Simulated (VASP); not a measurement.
The system is LaC.

```
CELL_PARAMETERS angstrom
3.28535 0.00000 0.00000
0.00000 3.28535 0.00000
0.00000 0.00000 3.28535
ATOMIC_POSITIONS crystal
La 0.00000 0.00000 0.00000
C 0.50000 0.50000 0.50000
```

Program: VASP 6.6.1. Alike in all runs: task single point; potentials or basis VASP PAW PBE potentials, release 64 (La, C); no spin polarisation; cell as given; k mesh 10 × 10 × 10; cutoff (eV) 520.

Question: Order these runs on this cell by their pressure, lowest first.
A. level r2SCAN+U; U La f U = 5.0 eV; smearing tetrahedron
B. level r2SCAN; smearing gaussian 0.05 eV
C. level r2SCAN+D3(BJ); smearing gaussian 0.05 eV

Answer: C (-1.7 GPa), B (-0.2 GPa), A (3.7 GPa).

Caveats: the PAW data sets were made with another functional, which shifts forces and pressure a little; U without spin polarisation on a metal has little footing (some runs); the U is typed as a test and isn't derived for this compound (some runs); tetrahedron occupations give inexact forces and stress in metals (some runs); pairwise dispersion overbinds metals, which lowers pressure and volume (some runs).
